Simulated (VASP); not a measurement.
Mo, 2 atoms in the cell. Symmetry: P6_3/mmc, No. 194, hexagonal system. The conventional cell has a = 2.735 Å, b = 2.735 Å, c = 4.933 Å, α = 90.00°, β = 90.00°, γ = 120.00°. Within 3.6 Å of Mo (site symmetry -6m2) lie 12 Mo at 2.74 to 2.93 Å. 

| Property | Result |
| --- | --- |
| Program | VASP 6.6.1 |
| Task | single point |
| Functional | r2SCAN |
| Potentials or basis | VASP PAW PBE potentials, release 64 (Mo_sv) |
| Cutoff | 520 eV |
| k mesh | 18 × 18 × 8 |
| Occupations | gaussian, width 0.05 eV |
| Spin | no spin polarisation |
| Dipole correction | no |
| Further INCAR settings | ALGO = Normal; EDIFF = 1e-07; NBANDS = 21 |

Potentials or basis: VASP PAW PBE potentials, release 64 (Mo_sv).

Command:

```bash
$ cat potpaw_PBE.64/Mo_sv/POTCAR > POTCAR
$ cp INCAR.step1 INCAR
$ mpirun -np 1 vasp_std > vasp.out
$ cp INCAR.step2 INCAR
$ mpirun -np 1 vasp_std > vasp.out
```

Hardware: 1 thread of Intel(R) Xeon(R) Platinum 8375C CPU @ 2.90GHz (Ice Lake), on a shared host.

Question: Estimate the wall time of this run.

Answer: It took 4.7 min on 1 thread of Intel(R) Xeon(R) Platinum 8375C CPU @ 2.90GHz (Ice Lake), with other jobs on the host, peak memory 0.22 GiB. Counts: k points 185.
